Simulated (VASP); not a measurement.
# PbS (Cmcm) in VASP: a series of runs

Runs on PbS. Level: LDA. Tasks: single point.

Program: VASP 6.6.1. These are calculated values, not measurements. Logs are shortened: lines on timing, memory, paths and dates and some standing lists are left out, and cuts for length are marked.

### Step 1. The cell of the first run

Symmetry: Cmcm, No. 63, orthorhombic system. Conventional cell: a = 4.222 Å, b = 12.162 Å, c = 4.154 Å, α = 90.00°, β = 90.00°, γ = 90.00°. Within 3.6 Å of Pb (site symmetry m2m) lie 5 S at 2.73 to 2.97 Å. S (site symmetry m2m) has 5 Pb at 2.73 to 2.97 Å within 3.6 Å.

### Step 2. Single point, LDA

The input, INCAR:

```
ALGO = Normal
EDIFF = 1E-6
ENCUT = 520
GGA = CA
ISIF = 2
ISMEAR = 0
LASPH = T
LCHARG = F
LREAL = F
LWAVE = F
NBANDS = 28
NELM = 100
PREC = Accurate
SIGMA = 0.05
```

The input, KPOINTS:

```
k-points
0
Gamma
  6 6 6
```

The input, POSCAR:

```
PbS
1.0
    2.1111519803     -6.0811663129      0.0000000000
    2.1111519803      6.0811663129      0.0000000000
    0.0000000000      0.0000000000      4.1537731466
Pb S
2 2
Direct
    0.8694366500      0.1305633500      0.7500000000
    0.1305633500      0.8694366500      0.2500000000
    0.6452029100      0.3547970900      0.7500000000
    0.3547970900      0.6452029100      0.2500000000
```

Potentials or basis: VASP PAW LDA potentials, release 64 (Pb_d, S).

The run is started by

```sh
> cat potpaw_LDA.64/Pb_d/POTCAR potpaw_LDA.64/S/POTCAR > POTCAR
> mpirun -np 1 vasp_std > vasp.out
```

OUTCAR:

```text
EDIFF = 1E-6
   ENCUT = 520
   GGA = CA
   ISIF = 2
   ISMEAR = 0
   LASPH = T
   LREAL = F
   NELM = 100
   PREC = Accurate

 ion  position               nearest neighbor table
   1  0.869  0.131  0.750-   3 2.73   4 2.97   4 2.97   4 2.97   4 2.97   2 3.79   2 3.79
   2  0.131  0.869  0.250-   4 2.73   3 2.97   3 2.97   3 2.97   3 2.97   1 3.79   1 3.79
   3  0.645  0.355  0.750-   1 2.73   2 2.97   2 2.97   2 2.97   2 2.97
   4  0.355  0.645  0.250-   2 2.73   1 2.97   1 2.97   1 2.97   1 2.97

  LATTYP: Found a base centered orthorhombic cell.
 ALAT       =     4.2223039606
 B/A-ratio  =     2.8804967002
 C/A-ratio  =     0.9837693319

  Lattice vectors:

 A1 = (   2.1111519803,  -6.0811663129,   0.0000000000)
 A2 = (   2.1111519803,   6.0811663129,   0.0000000000)
 A3 = (   0.0000000000,   0.0000000000,   4.1537731466)

Analysis of symmetry for initial positions (statically):
=====================================================================
 Subroutine PRICEL returns:
 Original cell was already a primitive cell.

 Routine SETGRP: Setting up the symmetry group for a
 base centered orthorhombic supercell.

 Subroutine GETGRP returns: Found  8 space group operations
 (whereof  4 operations were pure point group operations)
 out of a pool of  8 trial point group operations.

The static configuration has the point symmetry C_2h.
 The point group associated with its full space group is D_2h.

Analysis of symmetry for dynamics (positions and initial velocities):
=====================================================================
 Subroutine PRICEL returns:
 Original cell was already a primitive cell.

 Routine SETGRP: Setting up the symmetry group for a
 base centered orthorhombic supercell.

 Subroutine GETGRP returns: Found  8 space group operations
 (whereof  4 operations were pure point group operations)
 out of a pool of  8 trial point group operations.

The dynamic configuration has the point symmetry C_2h.
 The point group associated with its full space group is D_2h.

 Subroutine INISYM returns: Found  8 space group operations
 (whereof  4 operations are pure point group operations),
 and found     1 'primitive' translations

----------------------------------------------------------------------------------------

                                     Primitive cell

  volume of cell :     106.6545

  direct lattice vectors                    reciprocal lattice vectors
     2.111151980 -6.081166313  0.000000000     0.236837520 -0.082221070  0.000000000
     2.111151980  6.081166313  0.000000000     0.236837520  0.082221070  0.000000000
     0.000000000  0.000000000  4.153773147     0.000000000  0.000000000  0.240744972

  length of vectors
     6.437200200  6.437200200  4.153773147     0.250703640  0.250703640  0.240744972

  position of ions in fractional coordinates (direct lattice)
     0.869436650  0.130563350  0.750000000
     0.130563350  0.869436650  0.250000000
     0.645202910  0.354797090  0.750000000
     0.354797090  0.645202910  0.250000000

  ion indices of the primitive-cell ions
   primitive index   ion index
                 1           1
                 2           2
                 3           3
                 4           4

----------------------------------------------------------------------------------------

 KPOINTS: k-points

Automatic generation of k-mesh.
 Grid dimensions read from file:
 generate k-points for:    6    6    6

 Generating k-lattice:

  Cartesian coordinates                     Fractional coordinates (reciprocal lattice)
     0.039472920 -0.013703512  0.000000000     0.166666667  0.000000000  0.000000000
     0.039472920  0.013703512  0.000000000     0.000000000  0.166666667  0.000000000
     0.000000000  0.000000000  0.040124162     0.000000000  0.000000000  0.166666667

  Length of vectors
     0.041783940  0.041783940  0.040124162

  Shift w.r.t. Gamma in fractional coordinates (k-lattice)
     0.000000000  0.000000000  0.000000000

 Subroutine IBZKPT returns following result:
 ===========================================

 Found     52 irreducible k-points:

 Following reciprocal coordinates:
            Coordinates               Weight
  0.000000  0.000000  0.000000      1.000000
  0.166667  0.000000  0.000000      4.000000
  0.333333  0.000000  0.000000      4.000000
  0.500000  0.000000  0.000000      2.000000
  0.166667  0.166667  0.000000      2.000000
  0.333333  0.166667  0.000000      4.000000
[... 16 lines left out ...]
  0.333333  0.333333  0.166667      4.000000
  0.500000  0.333333  0.166667      8.000000
 [... further k-points ...]
   k-points           NKPTS =     52   k-points in BZ     NKDIM =     52   number of bands    NBANDS=     28
   number of dos      NEDOS =    301   number of ions     NIONS =      4
   total plane-waves  NPLWV =  73728
   dimension x,y,z NGX =    48 NGY =   48 NGZ =   32
   dimension x,y,z NGXF=    96 NGYF=   96 NGZF=   64
   ions per type =               2   2
   NGX,Y,Z   is equivalent  to a cutoff of  12.40, 12.40, 12.81 a.u.
   NGXF,Y,Z  is equivalent  to a cutoff of  24.79, 24.79, 25.61 a.u.
 SYSTEM =  unknown system
   PREC   = accura    normal or accurate (medium, high low for compatibility)
   ISTART =      0    job   : 0-new  1-cont  2-samecut
   ICHARG =      2    charge: 1-file 2-atom 10-const
   ISPIN  =      1    spin polarized calculation?
   LNONCOLLINEAR =      F non collinear calculations
   LSORBIT =      F    spin-orbit coupling
   LASPH  =      T    aspherical Exc in radial PAW
   ENCUT  =  520.0 eV  38.22 Ry    6.18 a.u.  11.97 11.97  7.72*2*pi/ulx,y,z
   NELM   =    100;   NELMIN=  2; NELMDL= -5     # of ELM steps
   EDIFF  = 0.1E-05   stopping-criterion for ELM
   LREAL  =      F    real-space projection
   EDIFFG = 0.1E-04   stopping-criterion for IOM
   NSW    =      0    number of steps for IOM
   IBRION =     -1    ionic relax: 0-MD 1-quasi-New 2-CG
   NFREE  =      0    steps in history (QN), initial steepest desc. (CG)
   ISIF   =      2    stress and relaxation
   ISYM   =      2    0-nonsym 1-usesym 2-fastsym
   POTIM  = 0.5000    time-step for ionic-motion
   TEBEG  =    0.0;   TEEND  =   0.0 temperature during run
   PSTRESS=    0.0 pullay stress
   NELECT =      40.0000    total number of electrons
   NUPDOWN=      -1.0000    fix difference up-down
   EMIN   =  10.00;   EMAX   =-10.00  energy-range for DOS
   EFERMI =   0.00;   METHOD = LEGACY
   ISMEAR =     0;   SIGMA  =   0.05  broadening in eV -4-tet -1-fermi 0-gaus
   EFERMI_NEDOS =   21; number of points for ismear=-14 and -15
   IALGO  =     38    algorithm
   IMIX   =      4    mixing-type and parameters
     AMIX     =   0.40;   BMIX     =  1.00
     AMIX_MAG =   1.60;   BMIX_MAG =  1.00
  volume/ion in A,a.u.               =      26.66       179.94
  Fermi-wavevector in a.u.,A,eV,Ry     =   1.180597  2.231005 18.963935  1.393810
  Thomas-Fermi vector in A             =   2.316887
   LORBIT       =      0    0 simple, 1 ext, 2 COOP (PROOUT), +10 PAW based schemes
   GGA     = CA    functional components
   LHFCALC =     F    Hartree Fock is set to
   AEXX    =    0.0000 exact exchange contribution
   IVDW    =     0    specifies the selected vdW correction
   LEPSILON=     F    determine dielectric tensor
   LRPA    =     F    only Hartree local field effects (RPA)
 non-spin polarized calculation
 Gauss-broadening in eV      SIGMA  =   0.05
  energy-cutoff  :      520.00
  volume of cell :      106.65
 maximum number of plane-waves:      2893
   NGX = 23   NGY = 23   NGZ = 15

 number of electron      40.0000001 magnetization

 Free energy of the ion-electron system (eV)
  ---------------------------------------------------
  ext. energy  EPLUGINS =         0.00000000
  ---------------------------------------------------
  free energy    TOTEN  =       -19.76479237 eV

  energy without entropy =      -19.76479237  energy(sigma->0) =      -19.76479237

 E-fermi :   4.9375     XC(G=0):  -9.9237

 val. band max:        4.6510661346   @ k =   0.5000   0.5000   0.3333
 cond. band min:       5.6192192500   @ k =   0.5000   0.5000   0.0000
 fundamental gap:      0.9681531154
 Fermi energy:         4.9374650968

 k-point     1 :       0.0000    0.0000    0.0000
  band No.  band energies     occupation
      1     -11.6460      2.00000
      2     -11.5363      2.00000
      3     -11.5353      2.00000
      4     -11.5287      2.00000
      5     -11.5130      2.00000
      6     -11.4923      2.00000
[... 20 lines left out ...]
     27      10.8437      0.00000
     28      11.4900      0.00000

 k-point     2 :       0.1667    0.0000    0.0000
  band No.  band energies     occupation
      1     -11.6309      2.00000
      2     -11.5341      2.00000
      3     -11.5333      2.00000
      4     -11.5144      2.00000
      5     -11.5116      2.00000
      6     -11.5002      2.00000
[... 20 lines left out ...]
     27      10.9269      0.00000
     28      12.0326      0.00000

 k-point     3 :       0.3333    0.0000    0.0000
  band No.  band energies     occupation
      1     -11.5971      2.00000
      2     -11.5394      2.00000
      3     -11.5319      2.00000
      4     -11.5164      2.00000
      5     -11.5046      2.00000
      6     -11.4995      2.00000
[... 20 lines left out ...]
     27      12.3050      0.00000
     28      12.4874      0.00000

 k-point     4 :       0.5000    0.0000    0.0000
  band No.  band energies     occupation
      1     -11.5689      2.00000
      2     -11.5566      2.00000
      3     -11.5321      2.00000
      4     -11.5251      2.00000
      5     -11.5032      2.00000
      6     -11.4982      2.00000
[... 578 lines left out ...]
     27      10.8013      0.00000
     28      12.2592      0.00000

 k-point    23 :       0.3333    0.3333    0.1667
  band No.  band energies     occupation
      1     -11.5963      2.00000
      2     -11.5550      2.00000
      3     -11.5360      2.00000
      4     -11.5110      2.00000
      5     -11.5030      2.00000
      6     -11.5028      2.00000
[... 20 lines left out ...]
     27      11.6042      0.00000
     28      12.6961      0.00000

 k-point    24 :       0.5000    0.3333    0.1667
  band No.  band energies     occupation
      1     -11.6170      2.00000
      2     -11.5402      2.00000
      3     -11.5210      2.00000
      4     -11.5153      2.00000
      5     -11.5029      2.00000
      6     -11.4984      2.00000
[... 20 lines left out ...]
     27      11.7510      0.00000
     28      12.4339      0.00000

 [... further k-points ...]
[... 5 lines left out ...]
  --------------------------------------------------------------------------------------
  -------------------------------------------------------------------------------------
  Total       -2.5496210     -2.8418220     -1.4913633      0.0000000      0.0000000      0.0000000
  in kB      -38.3007307    -42.6902119    -22.4034498      0.0000000      0.0000000      0.0000000
  external PRESSURE =     -34.4647974 kB  Pullay stress =       0.0000000 kB

 VOLUME and BASIS-vectors are now :
 -----------------------------------------------------------------------------
  energy-cutoff  :      520.00
  volume of cell :      106.65
      direct lattice vectors                 reciprocal lattice vectors
     2.111151980 -6.081166313  0.000000000     0.236837520 -0.082221070  0.000000000
     2.111151980  6.081166313  0.000000000     0.236837520  0.082221070  0.000000000
     0.000000000  0.000000000  4.153773147     0.000000000  0.000000000  0.240744972

 POSITION                                       TOTAL-FORCE (eV/Angst)
 -----------------------------------------------------------------------------------
      2.11115     -4.49321      3.11533         0.000000      0.228077      0.000000
      2.11115      4.49321      1.03844         0.000000     -0.228077     -0.000000
      2.11115     -1.76601      3.11533         0.000000     -0.202393     -0.000000
      2.11115      1.76601      1.03844         0.000000      0.202393     -0.000000
 -----------------------------------------------------------------------------------
    total drift:                               -0.000000     -0.000000      0.000000

  FREE ENERGIE OF THE ION-ELECTRON SYSTEM (eV)
  ---------------------------------------------------
  free  energy   TOTEN  =       -19.7647923719 eV

  energy  without entropy=      -19.7647923719  energy(sigma->0) =      -19.76479237
```

It took 93 s on 1 thread of AMD EPYC 9R45 (Zen 5), shared host; peak memory 0.25 GiB.

What came out:

```
Free energy            : -19.7648 eV
Pressure               : -3.4 GPa
Largest force          : 0.228 eV/Å
Band gap on the k mesh : 0.97 eV (least direct gap 1.21 eV)
```

Forces on the atoms (eV/Å):
```
Pb   0.000  0.228  0.000
Pb   0.000 -0.228  0.000
S    0.000 -0.202  0.000
S    0.000  0.202  0.000
```

Stress tensor (GPa, compression positive):
```
-3.83  0.00  0.00
 0.00 -4.27  0.00
 0.00  0.00 -2.24
```

Caveat: the cell stands under tension; spin-orbit coupling is left out, which moves the levels of the heavy elements. A k mesh can miss the band edges.

(Continued in part 2 of 2.)
